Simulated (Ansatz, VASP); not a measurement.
**Al3B2Sb in VASP and in Ansatz**

```xyz
6
Lattice="4.9519 0.0000 0.0000 -2.4759 4.2884 0.0000 0.0000 0.0000 6.1008" Properties=species:S:1:pos:R:3 pbc="T T T"
Al    2.4759    0.0000    0.0000
Al   -1.2380    2.1442    0.0000
Al    1.2380    2.1442    0.0000
B     0.0000    0.0000    5.2798
B     0.0000    0.0000    0.8210
Sb    0.0000    0.0000    3.0504
```

Alike in both runs: functional PBE; k mesh 12 × 12 × 6; occupations gaussian, width 0.1 eV; no spin polarisation.

Ansatz relaxed the structure, and its values are those at the end. VASP's run is a single point on that final structure, the one shown.

|  | VASP | Ansatz |
| --- | --- | --- |
| version | VASP 6.6.1 | Ansatz 0.2.0 |
| potentials or method | VASP PAW PBE potentials, release 64 (Al, B, Sb_d_GW), cutoff 560 eV | scalar-relativistic, plane waves, PAW |
| valence electrons in the cell | 30 | 30 |

|  | VASP | Ansatz | Ansatz less VASP |
| --- | --- | --- | --- |
| gap on the k mesh at the Fermi level (eV) | none | none | - |
| pressure (GPa) | 0.0 | 0.0 | +0.03 |

A gap of «none» marks a metal or a gap that the smearing closes.

Spin-orbit coupling is off throughout.
